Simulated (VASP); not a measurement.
## Zn: single point with r2SCANh

Zn:

```
Zn
1.0
    -1.58968    1.58968    1.58968
     1.58968   -1.58968    1.58968
     1.58968    1.58968   -1.58968
Zn
1
Direct
  0.00000 0.00000 0.00000
```

This isn't the form of Zn at room conditions, which is hcp.

```
Program                            : VASP 6.6.1
Task                               : single point
Functional                         : r2SCANh
Potentials or basis                : VASP PAW PBE potentials, release 64 (Zn)
Cutoff                             : 520 eV
k mesh                             : 6 × 6 × 6
Occupations                        : fermi-dirac, width 0.05 eV
Spin                               : no spin polarisation
Dipole correction                  : no
Grid for exact exchange (PRECFOCK) : Normal
Further INCAR settings             : ALGO = Normal; EDIFF = 1e-06; NBANDS = 12
Share of exact exchange            : 0.1
```

```json
{"Pressure": "-6.0 GPa", "Band gap on the k mesh": "zero (bands 6 and 7 overlap by 5.91 eV)"}
```

Levels at points of the mesh, in eV from the Fermi level:
```tsv
k point	band 4	band 5	band 6	band 7	band 8	band 9
(0.00, 0.00, 0.00)	-9.37	-8.91	-8.91	19.73	19.73	19.73
(0.50, 0.00, 0.00)	-8.87	-8.57	-3.33	-1.54	11.81	13.18
(0.50, 0.50, 0.50)	-8.65	-8.65	4.37	4.37	4.37	7.89
```

Wall time 11 min on 1 thread of Intel Xeon 8259CL, with other jobs on the host, peak memory 0.14 GiB.

Caveat: the k points lie up to 0.47 Å⁻¹ apart, too coarse for converged energies and pressures of a metal; the PAW data sets were made with another functional, which shifts forces and pressure a little.
